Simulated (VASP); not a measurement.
# Sr (Cmcm) in VASP: a series of runs, part 2 of 2

VASP 6.6.1. The steps go on from the part before.

## Step 4: Single point, PBEsol

This run uses another cell than the first one, of the same volume but with other edges.

INCAR reads:

```
PREC = Accurate ; ENCUT = 520
EDIFF = 1E-6 ; ISMEAR = 0
SIGMA = 0.15 ; LREAL = F
LASPH = T ; NELM = 80
ALGO = Fast ; ISIF = 2
LWAVE = F ; LCHARG = T
GGA = PS ; LELF = T
LVHAR = T ; NBANDS = 17
```

KPOINTS reads:

```
Automatic mesh
0
Gamma
  12 12 8
```

POSCAR reads:

```
Sr
1.0
    4.1385396232      0.0000000000      0.0000000000
   -2.0692698116      3.8507114774      0.0000000000
    0.0000000000      0.0000000000      6.5572994169
Sr
2
Direct
    0.3333333333      0.6666666667      0.2500000000
    0.6666666667      0.3333333333      0.7500000000
```

On the command line:

```sh
> cat potpaw_PBE.64/Sr_sv/POTCAR > POTCAR
> mpirun -np 1 vasp_std > vasp.out
```

Run time: 2.3 min. Hardware: 1 thread of Intel Xeon 6975P-C (Granite Rapids), shared host; peak memory 0.46 GiB.

It converged, with:

| Item | Value |
| --- | --- |
| Free energy | -3.6438 eV |
| Pressure | 0.1 GPa |
| Largest force | 0.087 eV/Å |
| Band gap on the k mesh | zero (bands 10 and 11 overlap by 0.24 eV) |

Forces in eV/Å, atoms in the order of the input:
```
Sr   0.000  0.087  0.000
Sr   0.000 -0.087  0.000
```

Stress tensor (GPa, compression positive):
```
 0.33  0.00  0.00
 0.00 -1.06  0.00
 0.00  0.00  1.13
```

Levels at points of the mesh, in eV from the Fermi level:
```tsv
k point	band 6	band 7	band 8	band 9	band 10	band 11	band 12	band 13	band 14	band 15
(0.00, 0.00, 0.00)	-18.35	-18.34	-18.33	-3.75	-1.01	0.41	1.89	2.46	2.60	2.67
(0.50, 0.00, 0.00)	-18.44	-18.41	-18.37	-1.15	-0.52	0.09	0.14	1.51	1.91	2.26
(0.00, 0.50, 0.00)	-18.42	-18.40	-18.35	-1.40	-0.75	0.08	0.14	1.40	1.99	2.28
(0.00, 0.00, 0.50)	-18.37	-18.36	-18.36	-2.66	-2.66	1.50	1.50	1.87	1.87	2.48
(0.50, 0.00, 0.50)	-18.41	-18.39	-18.39	-0.82	-0.82	0.34	0.34	1.44	1.44	2.73
(0.00, 0.50, 0.50)	-18.39	-18.38	-18.38	-0.99	-0.99	0.13	0.13	1.39	1.39	3.15
```

Caveat: the cell differs from its parent crystal (strain +e along x and -e along y -0.0367, strain +e along z and -e/2 along x and y -0.0467); the PAW data sets were made with another functional, which shifts forces and pressure a little.

## Step 5: Single point, PBEsol

This run uses another cell than the first one, of the same volume but with other edges.

INCAR reads:

```
PREC = Accurate
ENCUT = 520
EDIFF = 1E-7
ISMEAR = 0
SIGMA = 0.15
LREAL = False
LASPH = True
NELM = 80
ALGO = Fast
ISIF = 2
LWAVE = False
LCHARG = True
GGA = PS
LELF = True
LVHAR = True
NBANDS = 17
```

KPOINTS is that of step 4.

POSCAR reads:

```
Sr
1.0
    4.0405971915      0.0000000000      0.0000000000
   -2.0202985958      3.7658908435      0.0000000000
    0.0000000000      0.0000000000      6.8785266096
Sr
2
Direct
    0.3333333333      0.6666666667      0.2500000000
    0.6666666667      0.3333333333      0.7500000000
```

On the command line:

```sh
> cat potpaw_PBE.64/Sr_sv/POTCAR > POTCAR
> mpirun -np 1 vasp_std > vasp.out
```

It took 4.2 min on 1 thread of Intel Xeon 6975P-C (Granite Rapids), shared host; peak memory 0.45 GiB.

Results (log left out):

```
Free energy            : -3.6657 eV
Pressure               : 0.0 GPa
Largest force          : 0.067 eV/Å
Band gap on the k mesh : zero (bands 10 and 11 overlap by 0.13 eV)
```

Forces on the atoms (eV/Å):
```
Sr   0.000  0.067  0.000
Sr   0.000 -0.067  0.000
```

Stress tensor (GPa, compression positive):
```
 0.84  0.00  0.00
 0.00 -0.74  0.00
 0.00  0.00 -0.01
```

Levels at points of the mesh, in eV from the Fermi level:
| k point | band 6 | band 7 | band 8 | band 9 | band 10 | band 11 | band 12 | band 13 | band 14 | band 15 |
| --- | --- | --- | --- | --- | --- | --- | --- | --- | --- | --- |
| (0.00, 0.00, 0.00) | -18.35 | -18.34 | -18.33 | -3.74 | -1.19 | 0.11 | 1.97 | 2.30 | 2.43 | 2.73 |
| (0.50, 0.00, 0.00) | -18.43 | -18.39 | -18.38 | -1.05 | -0.45 | 0.03 | 0.24 | 1.38 | 2.04 | 2.12 |
| (0.00, 0.50, 0.00) | -18.40 | -18.39 | -18.35 | -1.30 | -0.68 | 0.00 | 0.20 | 1.23 | 1.76 | 2.56 |
| (0.00, 0.00, 0.50) | -18.36 | -18.35 | -18.35 | -2.77 | -2.77 | 1.26 | 1.26 | 2.01 | 2.01 | 2.69 |
| (0.50, 0.00, 0.50) | -18.41 | -18.40 | -18.40 | -0.80 | -0.80 | 0.37 | 0.37 | 1.37 | 1.37 | 2.93 |
| (0.00, 0.50, 0.50) | -18.40 | -18.38 | -18.38 | -0.97 | -0.97 | 0.15 | 0.15 | 1.28 | 1.28 | 3.38 |

Caveat: the cell differs from its parent crystal (strain +e along x and -e along y -0.0367, strain +e along z and -e/2 along x and y +0.0000); the PAW data sets were made with another functional, which shifts forces and pressure a little.

## Step 6: Single point, PBEsol

This run uses another cell than the first one, of the same volume but with other edges.

INCAR reads:

```
SYSTEM = Sr
  PREC = Accurate
  ENCUT = 520
  EDIFF = 1E-7
  ISMEAR = 0
  SIGMA = 0.15
  LREAL = .False.
  LASPH = .True.
  NELM = 60
  ALGO = Fast
  ISIF = 2
  LWAVE = .False.
  LCHARG = .True.
  GGA = PS
  LELF = .True.
  LVHAR = .True.
  NBANDS = 17
```

KPOINTS reads:

```
regular mesh
0
Gamma
  12 12 8
  0 0 0
```

POSCAR reads:

```
Sr
1.0
    4.4464186161      0.0000000000      0.0000000000
   -2.2232093081      3.5840804483      0.0000000000
    0.0000000000      0.0000000000      6.5572994169
Sr
2
Direct
    0.3333333333      0.6666666667      0.2500000000
    0.6666666667      0.3333333333      0.7500000000
```

Potentials or basis: VASP PAW PBE potentials, release 64 (Sr_sv).

On the command line:

```sh
> cat potpaw_PBE.64/Sr_sv/POTCAR > POTCAR
> mpirun -np 1 vasp_std > vasp.out
```

OUTCAR:

```text
SYSTEM = Sr
   PREC = Accurate
   ENCUT = 520
   EDIFF = 1E-7
   ISMEAR = 0
   LREAL = .False.
   LASPH = .True.
   NELM = 60
   ISIF = 2
   GGA = PS

 ion  position               nearest neighbor table
   1  0.333  0.667  0.250-   2 4.06   2 4.06   2 4.14   2 4.14   2 4.14   2 4.14
   2  0.667  0.333  0.750-   1 4.06   1 4.06   1 4.14   1 4.14   1 4.14   1 4.14

  Warning from LATTYP: Monoclinic adjustment (A1->A3, A2->A1, A3->A2)!
  LATTYP: Found a base centered orthorhombic cell.
 ALAT       =     4.4464186161
 B/A-ratio  =     1.6121201163
 C/A-ratio  =     1.4747373073

  Lattice vectors:

 A1 = (   2.2232093081,  -3.5840804483,   0.0000000000)
 A2 = (   2.2232093080,   3.5840804483,   0.0000000000)
 A3 = (   0.0000000000,   0.0000000000,   6.5572994169)

Analysis of symmetry for initial positions (statically):
=====================================================================
 Subroutine PRICEL returns:
 Original cell was already a primitive cell.

 Routine SETGRP: Setting up the symmetry group for a
 base centered orthorhombic supercell.

 Subroutine GETGRP returns: Found  8 space group operations
 (whereof  4 operations were pure point group operations)
 out of a pool of  8 trial point group operations.

[... 167 lines left out ...]

 val. band max:        1.6809119785   @ k =   0.3333   0.0833   0.0000
 cond. band min:       1.6968600331   @ k =   0.2500   0.2500   0.1250
 fundamental gap:      0.0159480546
 Fermi energy:         1.6841349190

 k-point     1 :       0.0000    0.0000    0.0000
  band No.  band energies     occupation
      1     -34.7666      2.00000
      2     -34.7426      2.00000
      3     -16.9279      2.00000
      4     -16.7060      2.00000
      5     -16.7042      2.00000
      6     -16.6612      2.00000
[... 457 lines left out ...]
      4     -16.8105      2.00000
      5     -16.8012      2.00000
      6     -16.7579      2.00000
[... 9 lines left out ...]
     16       5.6545      0.00000
     17       6.1579      0.00000

 [... further k-points ...]

------------------------ aborting loop because EDIFF is reached ----------------------------------------

  FORCE on cell =-STRESS in cart. coord.  units (eV):
  Direction    XX          YY          ZZ          XY          YZ          ZX
  --------------------------------------------------------------------------------------
  -------------------------------------------------------------------------------------
  Total       -0.6132232      0.1156718      0.7342013     -0.0000000      0.0000000      0.0000000
  in kB       -9.4019091      1.7734739     11.2567395     -0.0000000      0.0000000      0.0000000
  external PRESSURE =       1.2094348 kB  Pullay stress =       0.0000000 kB

 VOLUME and BASIS-vectors are now :
 -----------------------------------------------------------------------------
  energy-cutoff  :      520.00
  volume of cell :      104.50
      direct lattice vectors                 reciprocal lattice vectors
     4.446418616  0.000000000  0.000000000     0.224900102  0.139505797  0.000000000
    -2.223209308  3.584080448  0.000000000     0.000000000  0.279011594  0.000000000
     0.000000000  0.000000000  6.557299417     0.000000000  0.000000000  0.152501805

 POSITION                                       TOTAL-FORCE (eV/Angst)
 -----------------------------------------------------------------------------------
     -0.00000      2.38939      1.63932         0.000000     -0.089596      0.000000
      2.22321      1.19469      4.91797        -0.000000      0.089596      0.000000
 -----------------------------------------------------------------------------------
    total drift:                               -0.000000      0.000000     -0.000000

  FREE ENERGIE OF THE ION-ELECTRON SYSTEM (eV)
  ---------------------------------------------------
  free  energy   TOTEN  =        -3.6458655365 eV

  energy  without entropy=       -3.6178741690  energy(sigma->0) =       -3.63186985
```

Wall time 2.8 min (1 thread of Intel Xeon 6975P-C (Granite Rapids), shared host); peak memory 0.46 GiB.

Results:

| Item | Value |
| --- | --- |
| Free energy | -3.6459 eV |
| Pressure | 0.1 GPa |
| Largest force | 0.090 eV/Å |
| Band gap on the k mesh | zero (bands 10 and 11 overlap by 0.26 eV) |

Forces on the atoms (eV/Å):
```
Sr   0.000 -0.090  0.000
Sr   0.000  0.090  0.000
```

Caveat: the cell differs from its parent crystal (strain +e along x and -e along y +0.0367, strain +e along z and -e/2 along x and y -0.0467); the PAW data sets were made with another functional, which shifts forces and pressure a little.

## Step 7: Overview

```csv
cell,further INCAR settings,gap on the mesh (eV),pressure (GPa),largest force (eV/Å)
"a = 3.943, b = 4.176, c = 7.200 Å, angles 90.0, 90.0, 118.2°, 2 atoms",ALGO = Fast; EDIFF = 1e-07; NBANDS = 17,none,0.1,0.05
"a = 4.348, b = 4.120, c = 6.879 Å, angles 90.0, 90.0, 121.9°, 2 atoms",ALGO = Fast; EDIFF = 1e-07; NBANDS = 17,none,0.0,0.07
"a = 4.139, b = 4.371, c = 6.557 Å, angles 90.0, 90.0, 118.3°, 2 atoms",ALGO = Fast; EDIFF = 1e-06; NBANDS = 17,none,0.1,0.09
"a = 4.041, b = 4.274, c = 6.879 Å, angles 90.0, 90.0, 118.2°, 2 atoms",ALGO = Fast; EDIFF = 1e-07; NBANDS = 17,none,0.0,0.07
"a = 4.446, b = 4.218, c = 6.557 Å, angles 90.0, 90.0, 121.8°, 2 atoms",ALGO = Fast; EDIFF = 1e-07; NBANDS = 17,none,0.1,0.09
```

Alike in all rows: task single point; level PBEsol; potentials or basis VASP PAW PBE potentials, release 64 (Sr_sv); no spin polarisation; k mesh 12 × 12 × 8; cutoff (eV) 520; smearing gaussian 0.15 eV.

Caveats: the PAW data sets were made with another functional, which shifts forces and pressure a little.

Absolute energies hang on the potentials; compare differences alone.
